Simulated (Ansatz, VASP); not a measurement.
## SnSe: VASP beside Ansatz

INCAR

```
SYSTEM = SnSe
PREC = Accurate ; ENCUT = 520
EDIFF = 1E-6 ; ISMEAR = -1
SIGMA = 0.02 ; LREAL = .False.
LASPH = .True. ; NELM = 80
ALGO = Normal ; ISIF = 2
LWAVE = .False. ; LCHARG = .False.
GGA = CA ; NBANDS = 17
```

KPOINTS

```
Automatic mesh
0
Gamma
  9 9 9
  0 0 0
```

POSCAR

```
SnSe
1.0
    0.0000000000      3.0100000000      3.0702000000
    3.0100000000      0.0000000000      3.0702000000
    3.0100000000      3.0100000000      0.0000000000
Sn Se
1 1
Direct
    0.0000000000      0.0000000000      0.0000000000
    0.5000000000      0.5000000000      0.5000000000
```

Input for Ansatz:

```yaml
crystal:
  lattice:
    - [0.0, 3.01, 3.0702]
    - [3.01, 0.0, 3.0702]
    - [3.01, 3.01, 0.0]
  atoms:
    - { symbol: Sn, position: [0.0, 0.0, 0.0] }
    - { symbol: Se, position: [0.5, 0.5, 0.5] }
kpoints:
  mp_grid: { grid: [9, 9, 9] }
  band_path:
    path:
      - [0.0, 0.0, 0.0]
      - [0.0, 0.5, 0.5]
      - [0.25, 0.75, 0.5]
      - [0.0, 0.5, 0.0]
      - [0.0, 0.0, 0.0]
      - [0.5, 0.5, 0.0]
      - [0.3701460977, 0.6298539023, 0.0]
      - [-0.3701460977, 0.3701460977, 0.0]
      - [0.0, 0.0, 0.0]
    npoints: 5
scf:
  occupations: { method: fermi_dirac, width: 0.02 }
hamiltonian:
  xc: lda
  pseudopotentials: { kind: all_electron, lapw: { basis_error: 0.00025 } }
output:
  forces: true
  stress: true
  eigenvalues: true
```

Change from the starting cell: zz strain of +2 %.

Alike in both runs: task single point; functional LDA; k mesh 9 × 9 × 9; occupations fermi-dirac, width 0.02 eV; no spin polarisation.

|  | VASP | Ansatz |
| --- | --- | --- |
| version | VASP 6.6.1 | Ansatz 0.2.0 |
| potentials or method | VASP PAW LDA potentials, release 64 (Sn_d, Se), cutoff 520 eV | all-electron LAPW, scalar-relativistic |

```csv
,VASP,Ansatz,Ansatz less VASP
pressure (GPa),-4.0,-4.1,-0.08
"traceless stress, the component that is largest in VASP (GPa)",-1.28,-1.26,+0.013
```

LDA's correlation is that of Perdew and Zunger in VASP and of Perdew and Wang (1992) in Ansatz. Ansatz ran all-electron here, and VASP with PAW potentials.
